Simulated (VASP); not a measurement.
**Cd2S: single point with PBE**

The system is Cd2S.

```
Cd S
1.0
     3.85631    0.00000    0.00000
    -1.92816    3.33966    0.00000
     0.00000    0.00000    5.74041
Cd S
2 1
Direct
  0.66667 0.33333 0.55859
  0.33333 0.66667 0.95462
  0.33333 0.66667 0.36395
```

This cell differs from its parent crystal: strained and its atoms moved.

| Quantity | Value |
| --- | --- |
| Program | VASP 6.6.1 |
| Task | single point |
| Functional | PBE |
| Potentials or basis | VASP PAW PBE potentials, release 64 (Cd, S) |
| Cutoff | 520 eV |
| k mesh | 12 × 12 × 6 |
| Occupations | gaussian, width 0.05 eV |
| Spin | no spin polarisation |

```yaml
Pressure: 5.6 GPa
Largest_force: 1.532 eV/Å
Band_gap_on_the_k_mesh: zero (band 15 reaches 2.35 eV, above the bottom of band 16 at 2.28 eV)
```

Forces on the atoms (eV/Å):
```
Cd   0.000  0.000  1.088
Cd   0.000  0.000 -1.532
S    0.000  0.000  0.444
```

Stress tensor (GPa, compression positive):
```
4.01 0.00 0.00
0.00 4.01 0.00
0.00 0.00 8.83
```

Levels at points of the mesh, in eV from the Fermi level:
```csv
k point,band 11,band 12,band 13,band 14,band 15,band 16,band 17,band 18,band 19,band 20
"(0.00, 0.00, 0.00)",-8.20,-4.82,-4.38,-1.27,-1.27,2.84,4.80,6.52,6.52,8.41
"(0.50, 0.00, 0.00)",-7.79,-5.41,-3.72,-2.31,-1.33,0.39,2.57,4.14,6.03,7.30
"(0.00, 0.00, 0.50)",-8.22,-6.45,-1.20,-1.20,-0.65,0.85,4.23,6.24,6.24,7.74
"(0.50, 0.00, 0.50)",-7.89,-4.99,-4.24,-2.10,-1.34,1.28,3.06,4.43,5.58,5.72
```

It took 3.4 min on 1 thread of Intel Xeon 8259CL, with other jobs on the host, peak memory 0.29 GiB.

Caveat: the cell differs from its parent crystal (strained and its atoms moved); forces of over 1 eV/Å act on the atoms, so gaps and moduli don't describe the material at rest.
